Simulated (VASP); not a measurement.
Wanted: the native input for a VASP 6.6.1 run.

- Task: single point
- Functional: r2SCAN
- Potentials or basis: VASP PAW PBE potentials, release 64 (Al, Pt)
- Cutoff: 520 eV
- k mesh: 11 × 11 × 11
- Occupations: methfessel-paxton, width 0.05 eV
- Spin: no spin polarisation
- Dipole correction: no
- Further INCAR settings: ALGO = Normal; EDIFF = 1e-06; NBANDS = 14

AlPt:

```
Al Pt
1.0
     3.06382    0.00000    0.00000
     0.00000    3.06382    0.00000
     0.00000    0.00000    3.06382
Al Pt
1 1
Direct
  0.00000 0.00000 0.00000
  0.50000 0.50000 0.50000
```

One way to write it, as run:

POSCAR

```
AlPt
1.0
    3.0638176364      0.0000000000      0.0000000000
    0.0000000000      3.0638176364      0.0000000000
    0.0000000000      0.0000000000      3.0638176364
Al Pt
1 1
Direct
    0.0000000000      0.0000000000      0.0000000000
    0.5000000000      0.5000000000      0.5000000000
```

INCAR.step1

```
  PREC = Accurate
  ENCUT = 520
  ISMEAR = 1
  SIGMA = 0.05
  LREAL = F
  LASPH = T
  NELM = 100
  NBANDS = 14
  GGA = PE
  ALGO = Normal
  EDIFF = 1E-4
  LWAVE = T
  LCHARG = F
```

INCAR.step2

```
  PREC = Accurate
  ENCUT = 520
  EDIFF = 1E-6
  ISMEAR = 1
  SIGMA = 0.05
  LREAL = F
  LASPH = T
  NELM = 100
  ALGO = Normal
  ISIF = 2
  LWAVE = F
  LCHARG = F
  METAGGA = R2SCAN
  LMIXTAU = T
  NBANDS = 14
  ISTART = 1
```

KPOINTS

```
regular mesh
0
Gamma
  11 11 11
```

Potentials or basis: VASP PAW PBE potentials, release 64 (Al, Pt).

The run is started by

```console
$ cat potpaw_PBE.64/Al/POTCAR potpaw_PBE.64/Pt/POTCAR > POTCAR
$ cp INCAR.step1 INCAR
$ mpirun -np 1 vasp_std > vasp.out
$ cp INCAR.step2 INCAR
$ mpirun -np 1 vasp_std > vasp.out
```

Results of the run:

* Pressure: 0.3 GPa

Caveat: the PAW data sets were made with another functional, which shifts forces and pressure a little.

Run time: 22 s on 1 thread of Intel(R) Xeon(R) 6975P-C (Granite Rapids), on a shared host, peak memory 0.16 GiB.
